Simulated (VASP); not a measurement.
# Zn2CdTe3 (P3m1) in VASP: further runs

The runs below take Zn2CdTe3 through single point, with PBE.

Program: VASP 6.6.1. These are calculated values, not measurements. Logs are shortened: lines on timing, memory, paths and dates and some standing lists are left out, and cuts for length are marked.

### Step 1. The cell of the first run

Symmetry: P3m1, No. 156, trigonal system. Conventional cell: a = 4.458 Å, b = 4.458 Å, c = 22.112 Å, α = 90.00°, β = 90.00°, γ = 120.00°. Within 3.5 Å of Zn (site symmetry 3m) lie 4 Te at 2.68 to 2.71 Å. Within 3.5 Å of Zn (site symmetry 3m) lie 4 Te at 2.68 to 2.71 Å. Zn (site symmetry 3m) has 4 Te at 2.68 to 2.71 Å within 3.5 Å. Zn (site symmetry 3m) has 4 Te at 2.69 to 2.71 Å within 3.5 Å. Within 3.7 Å of Cd (site symmetry 3m) lie 4 Te at 2.81 to 2.85 Å. Cd (site symmetry 3m) has 4 Te at 2.81 to 2.85 Å within 3.7 Å. Within 3.5 Å of Te (site symmetry 3m) lie 4 Zn at 2.68 to 2.71 Å. Within 3.6 Å of Te (site symmetry 3m) lie 3 Zn at 2.71 Å and 1 Cd at 2.85 Å.

### Step 2. Single point, PBE

Input file INCAR:

```
SYSTEM = Zn2CdTe3
  PREC = Accurate
  ENCUT = 520
  EDIFF = 1E-7
  ISMEAR = 0
  SIGMA = 0.1
  LREAL = .False.
  LASPH = .True.
  NELM = 100
  ALGO = Normal
  ISIF = 2
  LWAVE = .False.
  LCHARG = .True.
  GGA = PE
  LELF = .True.
  LVHAR = .True.
  NBANDS = 66
```

Input file KPOINTS:

```
Automatic mesh
0
Gamma
  6 6 1
  0 0 0
```

Input file POSCAR:

```
Zn2CdTe3
1.0
    4.4579053000      0.0000000000      0.0000000000
   -2.2289527000      3.8606592000      0.0000000000
    0.0000000000      0.0000000000     22.1122999000
Zn Cd Te
4 2 6
Direct
    0.3333333000      0.6666667000      0.0017290000
    0.6666667000      0.3333333000      0.1617490000
    0.6666667000      0.3333333000      0.5013430000
    0.6666667000      0.3333333000      0.8413080000
    0.3333333000      0.6666667000      0.3338810000
    0.3333333000      0.6666667000      0.6735120000
    0.3333333000      0.6666667000      0.1231220000
    0.3333333000      0.6666667000      0.4628640000
    0.3333333000      0.6666667000      0.8024780000
    0.6666667000      0.3333333000      0.2827860000
    0.6666667000      0.3333333000      0.6224520000
    0.6666667000      0.3333333000      0.9627750000
```

Potentials or basis: VASP PAW PBE potentials, release 64 (Zn, Cd, Te).

Launch:

```
$ cat potpaw_PBE.64/Zn/POTCAR potpaw_PBE.64/Cd/POTCAR potpaw_PBE.64/Te/POTCAR > POTCAR
$ mpirun -np 1 vasp_std > vasp.out
```

OUTCAR:

```text
SYSTEM = Zn2CdTe3
   PREC = Accurate
   ENCUT = 520
   EDIFF = 1E-7
   ISMEAR = 0
   LREAL = .False.
   LASPH = .True.
   NELM = 100
   ISIF = 2
   GGA = PE

 ion  position               nearest neighbor table
   1  0.333  0.667  0.002-   7 2.68  12 2.71  12 2.71  12 2.71
   2  0.667  0.333  0.162-  10 2.68   7 2.71   7 2.71   7 2.71
   3  0.667  0.333  0.501-  11 2.68   8 2.71   8 2.71   8 2.71
   4  0.667  0.333  0.841-  12 2.69   9 2.71   9 2.71   9 2.71
   5  0.333  0.667  0.334-  10 2.81  10 2.81  10 2.81   8 2.85
   6  0.333  0.667  0.674-  11 2.81  11 2.81  11 2.81   9 2.85
   7  0.333  0.667  0.123-   1 2.68   2 2.71   2 2.71   2 2.71
   8  0.333  0.667  0.463-   3 2.71   3 2.71   3 2.71   5 2.85
   9  0.333  0.667  0.802-   4 2.71   4 2.71   4 2.71   6 2.85
  10  0.667  0.333  0.283-   2 2.68   5 2.81   5 2.81   5 2.81
  11  0.667  0.333  0.622-   3 2.68   6 2.81   6 2.81   6 2.81
  12  0.667  0.333  0.963-   4 2.69   1 2.71   1 2.71   1 2.71

  LATTYP: Found a hexagonal cell.
 ALAT       =     4.4579053000
 C/A-ratio  =     4.9602444224

  Lattice vectors:

 A1 = (   4.4579053000,   0.0000000000,   0.0000000000)
 A2 = (  -2.2289527000,   3.8606592000,   0.0000000000)
 A3 = (   0.0000000000,   0.0000000000,  22.1122999000)

Analysis of symmetry for initial positions (statically):
=====================================================================
 Subroutine PRICEL returns:
 Original cell was already a primitive cell.

 Routine SETGRP: Setting up the symmetry group for a
 hexagonal supercell.

 Subroutine GETGRP returns: Found  6 space group operations
 (whereof  6 operations were pure point group operations)
 out of a pool of 24 trial point group operations.

The static configuration has the point symmetry C_3v.

Analysis of symmetry for dynamics (positions and initial velocities):
=====================================================================
 Subroutine PRICEL returns:
 Original cell was already a primitive cell.

 Routine SETGRP: Setting up the symmetry group for a
 hexagonal supercell.

 Subroutine GETGRP returns: Found  6 space group operations
 (whereof  6 operations were pure point group operations)
 out of a pool of 24 trial point group operations.

The dynamic configuration has the point symmetry C_3v.

 Subroutine INISYM returns: Found  6 space group operations
 (whereof  6 operations are pure point group operations),
 and found     1 'primitive' translations

----------------------------------------------------------------------------------------

                                     Primitive cell

  volume of cell :     380.5627

  direct lattice vectors                    reciprocal lattice vectors
     4.457905300  0.000000000  0.000000000     0.224320602  0.129511564  0.000000000
    -2.228952700  3.860659200  0.000000000     0.000000000  0.259023122  0.000000000
     0.000000000  0.000000000 22.112299900     0.000000000  0.000000000  0.045223699

  length of vectors
     4.457905300  4.457905293 22.112299900     0.259023122  0.259023122  0.045223699

  position of ions in fractional coordinates (direct lattice)
     0.333333300  0.666666700  0.001729000
     0.666666700  0.333333300  0.161749000
     0.666666700  0.333333300  0.501343000
     0.666666700  0.333333300  0.841308000
     0.333333300  0.666666700  0.333881000
     0.333333300  0.666666700  0.673512000
     0.333333300  0.666666700  0.123122000
     0.333333300  0.666666700  0.462864000
     0.333333300  0.666666700  0.802478000
     0.666666700  0.333333300  0.282786000
     0.666666700  0.333333300  0.622452000
     0.666666700  0.333333300  0.962775000

  ion indices of the primitive-cell ions
   primitive index   ion index
                 1           1
                 2           2
                 3           3
                 4           4
                 5           5
                 6           6
                 7           7
                 8           8
                 9           9
                10          10
                11          11
                12          12

----------------------------------------------------------------------------------------

 KPOINTS: Automatic mesh

Automatic generation of k-mesh.
 Grid dimensions read from file:
 generate k-points for:    6    6    1

 Generating k-lattice:

  Cartesian coordinates                     Fractional coordinates (reciprocal lattice)
     0.037386767  0.021585261  0.000000000     0.166666667  0.000000000  0.000000000
     0.000000000  0.043170520  0.000000000     0.000000000  0.166666667  0.000000000
     0.000000000  0.000000000  0.045223699     0.000000000  0.000000000  1.000000000

  Length of vectors
     0.043170520  0.043170520  0.045223699

  Shift w.r.t. Gamma in fractional coordinates (k-lattice)
     0.000000000  0.000000000  0.000000000

 Subroutine IBZKPT returns following result:
 ===========================================

 Found      7 irreducible k-points:

 Following reciprocal coordinates:
            Coordinates               Weight
  0.000000  0.000000  0.000000      1.000000
  0.166667  0.000000  0.000000      6.000000
  0.333333  0.000000  0.000000      6.000000
  0.500000  0.000000  0.000000      3.000000
  0.166667  0.166667  0.000000      6.000000
  0.333333  0.166667  0.000000     12.000000
  0.333333  0.333333  0.000000      2.000000
   k-points           NKPTS =      7   k-points in BZ     NKDIM =      7   number of bands    NBANDS=     66
   number of dos      NEDOS =    301   number of ions     NIONS =     12
   total plane-waves  NPLWV = 217728
   dimension x,y,z NGX =    36 NGY =   36 NGZ =  168
   dimension x,y,z NGXF=    72 NGYF=   72 NGZF=  336
   ions per type =               4   2   6
   NGX,Y,Z   is equivalent  to a cutoff of  13.43, 13.43, 12.63 a.u.
   NGXF,Y,Z  is equivalent  to a cutoff of  26.85, 26.85, 25.26 a.u.
 SYSTEM =  Zn2CdTe3
   PREC   = accura    normal or accurate (medium, high low for compatibility)
   ISTART =      0    job   : 0-new  1-cont  2-samecut
   ICHARG =      2    charge: 1-file 2-atom 10-const
   ISPIN  =      1    spin polarized calculation?
   LNONCOLLINEAR =      F non collinear calculations
   LSORBIT =      F    spin-orbit coupling
   LASPH  =      T    aspherical Exc in radial PAW
   ENCUT  =  520.0 eV  38.22 Ry    6.18 a.u.   8.29  8.29 41.11*2*pi/ulx,y,z
   NELM   =    100;   NELMIN=  2; NELMDL= -5     # of ELM steps
   EDIFF  = 0.1E-06   stopping-criterion for ELM
   LREAL  =      F    real-space projection
   EDIFFG = 0.1E-05   stopping-criterion for IOM
   NSW    =      0    number of steps for IOM
   IBRION =     -1    ionic relax: 0-MD 1-quasi-New 2-CG
   NFREE  =      0    steps in history (QN), initial steepest desc. (CG)
   ISIF   =      2    stress and relaxation
   ISYM   =      2    0-nonsym 1-usesym 2-fastsym
   POTIM  = 0.5000    time-step for ionic-motion
   TEBEG  =    0.0;   TEEND  =   0.0 temperature during run
   PSTRESS=    0.0 pullay stress
   NELECT =     108.0000    total number of electrons
   NUPDOWN=      -1.0000    fix difference up-down
   EMIN   =  10.00;   EMAX   =-10.00  energy-range for DOS
   EFERMI =   0.00;   METHOD = LEGACY
   ISMEAR =     0;   SIGMA  =   0.10  broadening in eV -4-tet -1-fermi 0-gaus
   EFERMI_NEDOS =   21; number of points for ismear=-14 and -15
   IALGO  =     38    algorithm
   IMIX   =      4    mixing-type and parameters
     AMIX     =   0.40;   BMIX     =  1.00
     AMIX_MAG =   1.60;   BMIX_MAG =  1.00
  volume/ion in A,a.u.               =      31.71       214.01
  Fermi-wavevector in a.u.,A,eV,Ry     =   1.075823  2.033010 15.747306  1.157394
  Thomas-Fermi vector in A             =   2.211690
   LORBIT       =      0    0 simple, 1 ext, 2 COOP (PROOUT), +10 PAW based schemes
   GGA     = PE    functional components
   LHFCALC =     F    Hartree Fock is set to
   AEXX    =    0.0000 exact exchange contribution
   IVDW    =     0    specifies the selected vdW correction
   LEPSILON=     F    determine dielectric tensor
   LRPA    =     F    only Hartree local field effects (RPA)
 non-spin polarized calculation
 Gauss-broadening in eV      SIGMA  =   0.10
  energy-cutoff  :      520.00
  volume of cell :      380.56
 maximum number of plane-waves:     10262
 NGX is ok and might be reduce to    36
   NGX = 17   NGY = 17   NGZ = 83

 number of electron     107.9999952 magnetization

 Free energy of the ion-electron system (eV)
  ---------------------------------------------------
  ext. energy  EPLUGINS =         0.00000000
  ---------------------------------------------------
  free energy    TOTEN  =       -30.08088359 eV

  energy without entropy =      -30.08088357  energy(sigma->0) =      -30.08088358

 E-fermi :   2.9407     XC(G=0):  -8.6085

 val. band max:        2.5824042226   @ k =   0.0000   0.0000   0.0000
 cond. band min:       3.2895845339   @ k =   0.0000   0.0000   0.0000
 fundamental gap:      0.7071803112
 Fermi energy:         2.9407132086

 k-point     1 :       0.0000    0.0000    0.0000
  band No.  band energies     occupation
      1      -8.8801      2.00000
      2      -8.7198      2.00000
      3      -8.6695      2.00000
      4      -8.3750      2.00000
      5      -8.2857      2.00000
      6      -8.1647      2.00000
[... 58 lines left out ...]
     65       7.0879      0.00000
     66       7.1303      0.00000

 k-point     2 :       0.1667    0.0000    0.0000
  band No.  band energies     occupation
      1      -8.7453      2.00000
      2      -8.6005      2.00000
      3      -8.5527      2.00000
      4      -8.2877      2.00000
      5      -8.2144      2.00000
      6      -8.1038      2.00000
[... 334 lines left out ...]
     65       7.1604      0.00000
     66       7.5541      0.00000

 k-point     7 :       0.3333    0.3333    0.0000
  band No.  band energies     occupation
      1      -8.0667      2.00000
      2      -8.0596      2.00000
      3      -8.0392      2.00000
      4      -8.0318      2.00000
      5      -8.0160      2.00000
      6      -8.0155      2.00000
[... 58 lines left out ...]
     65       8.1117      0.00000
     66       8.3045      0.00000

------------------------ aborting loop because EDIFF is reached ----------------------------------------

  FORCE on cell =-STRESS in cart. coord.  units (eV):
  Direction    XX          YY          ZZ          XY          YZ          ZX
  --------------------------------------------------------------------------------------
  -------------------------------------------------------------------------------------
  Total        0.1726008      0.1726008      0.2044969     -0.0000000      0.0000000     -0.0000000
  in kB        0.7266534      0.7266533      0.8609362     -0.0000000      0.0000000     -0.0000000
  external PRESSURE =       0.7714143 kB  Pullay stress =       0.0000000 kB

 VOLUME and BASIS-vectors are now :
 -----------------------------------------------------------------------------
  energy-cutoff  :      520.00
  volume of cell :      380.56
      direct lattice vectors                 reciprocal lattice vectors
     4.457905300  0.000000000  0.000000000     0.224320602  0.129511564  0.000000000
    -2.228952700  3.860659200  0.000000000     0.000000000  0.259023122  0.000000000
     0.000000000  0.000000000 22.112299900     0.000000000  0.000000000  0.045223699

 POSITION                                       TOTAL-FORCE (eV/Angst)
 -----------------------------------------------------------------------------------
     -0.00000      2.57377      0.03823        -0.000000     -0.000000      0.000570
      2.22895      1.28689      3.57664        -0.000000      0.000000      0.000580
      2.22895      1.28689     11.08585        -0.000000     -0.000000     -0.001535
      2.22895      1.28689     18.60325        -0.000000     -0.000000     -0.000850
     -0.00000      2.57377      7.38288        -0.000000      0.000000      0.007372
     -0.00000      2.57377     14.89290         0.000000     -0.000000      0.008821
     -0.00000      2.57377      2.72251         0.000000     -0.000000      0.003695
     -0.00000      2.57377     10.23499        -0.000000     -0.000000      0.000464
     -0.00000      2.57377     17.74463         0.000000      0.000000      0.000177
      2.22895      1.28689      6.25305        -0.000000      0.000000     -0.004920
      2.22895      1.28689     13.76385         0.000000      0.000000     -0.008130
      2.22895      1.28689     21.28917         0.000000     -0.000000     -0.006243
 -----------------------------------------------------------------------------------
    total drift:                                0.000056     -0.000033      0.001184

  FREE ENERGIE OF THE ION-ELECTRON SYSTEM (eV)
  ---------------------------------------------------
  free  energy   TOTEN  =       -30.0808835908 eV

  energy  without entropy=      -30.0808835743  energy(sigma->0) =      -30.08088358
```

Wall time 9.7 min (1 thread of Intel Xeon Platinum 8375C at 2.90GHz (Ice Lake), shared host); peak memory 0.57 GiB.

What came out:

| Property | Result |
| --- | --- |
| Free energy | -30.0809 eV |
| Pressure | 0.1 GPa |
| Largest force | 0.009 eV/Å |
| Band gap on the k mesh | 0.71 eV |

Forces on the atoms (eV/Å):
```
Zn   0.000  0.000  0.001
Zn   0.000  0.000  0.001
Zn   0.000  0.000 -0.002
Zn   0.000  0.000 -0.001
Cd   0.000  0.000  0.007
Cd   0.000  0.000  0.009
Te   0.000  0.000  0.004
Te   0.000  0.000  0.000
Te   0.000  0.000  0.000
Te   0.000  0.000 -0.005
Te   0.000  0.000 -0.008
Te   0.000  0.000 -0.006
```

Caveat: spin-orbit coupling is left out, which moves the levels of the heavy elements.

### Step 3. Single point, PBE

Input file INCAR:

```
PREC = Accurate ; ENCUT = 520
EDIFF = 1E-6 ; ISMEAR = 0
SIGMA = 0.02 ; LREAL = False
LASPH = True ; NELM = 100
ALGO = Normal ; ISIF = 2
LWAVE = False ; LCHARG = False
GGA = PE ; NBANDS = 66
```

Input file KPOINTS:

```
regular mesh
0
Gamma
  6 6 2
```

Input file POSCAR:

```
Zn2CdTe3
1.0
    4.4579052784      0.0000000289      0.0000000000
   -2.2289526642      3.8606592043      0.0000000000
    0.0000000000      0.0000000000     22.1122999000
Zn Cd Te
4 2 6
Direct
    0.3333333333      0.6666666667      0.0017290000
    0.6666666667      0.3333333333      0.1617490000
    0.6666666667      0.3333333333      0.5013430000
    0.6666666667      0.3333333333      0.8413080000
    0.3333333333      0.6666666667      0.3338810000
    0.3333333333      0.6666666667      0.6735120000
    0.3333333333      0.6666666667      0.1231220000
    0.3333333333      0.6666666667      0.4628640000
    0.3333333333      0.6666666667      0.8024780000
    0.6666666667      0.3333333333      0.2827860000
    0.6666666667      0.3333333333      0.6224520000
    0.6666666667      0.3333333333      0.9627750000
```

Potentials or basis: VASP PAW PBE potentials, release 64 (Zn, Cd, Te).

Launch:

```
$ cat potpaw_PBE.64/Zn/POTCAR potpaw_PBE.64/Cd/POTCAR potpaw_PBE.64/Te/POTCAR > POTCAR
$ mpirun -np 1 vasp_std > vasp.out
```

Run time: 16 min. Hardware: 1 thread of Intel Xeon Platinum 8375C at 2.90GHz (Ice Lake), shared host; peak memory 0.69 GiB.

The run converged. Its results:

```
Free energy            : -30.0923 eV
Pressure               : 0.1 GPa
Largest force          : 0.009 eV/Å
Band gap on the k mesh : 0.71 eV
```

Forces on the atoms (eV/Å):
```
Zn   0.000  0.000  0.000
Zn   0.000  0.000 -0.001
Zn   0.000  0.000 -0.002
Zn   0.000  0.000 -0.003
Cd   0.000  0.000  0.009
Cd   0.000  0.000  0.009
Te   0.000  0.000  0.004
Te   0.000  0.000  0.000
Te   0.000  0.000  0.000
Te   0.000  0.000 -0.004
Te   0.000  0.000 -0.008
Te   0.000  0.000 -0.004
```

Levels at points of the mesh, in eV from the valence-band top:
| k point | band 51 | band 52 | band 53 | band 54 | band 55 | band 56 | band 57 | band 58 |
| --- | --- | --- | --- | --- | --- | --- | --- | --- |
| (0.00, 0.00, 0.00) | -0.14 | -0.14 | 0.00 | 0.00 | 0.71 | 1.26 | 1.57 | 1.60 |
| (0.50, 0.00, 0.00) | -1.33 | -1.27 | -1.05 | -0.81 | 1.82 | 1.85 | 2.01 | 2.27 |
| (0.00, 0.00, 0.50) | -0.10 | -0.10 | -0.02 | -0.02 | 1.20 | 1.23 | 1.38 | 1.65 |
| (0.50, 0.00, 0.50) | -1.48 | -1.36 | -0.96 | -0.86 | 1.92 | 1.97 | 2.10 | 2.16 |

Caveat: spin-orbit coupling is left out, which moves the levels of the heavy elements. A k mesh can miss the band edges.
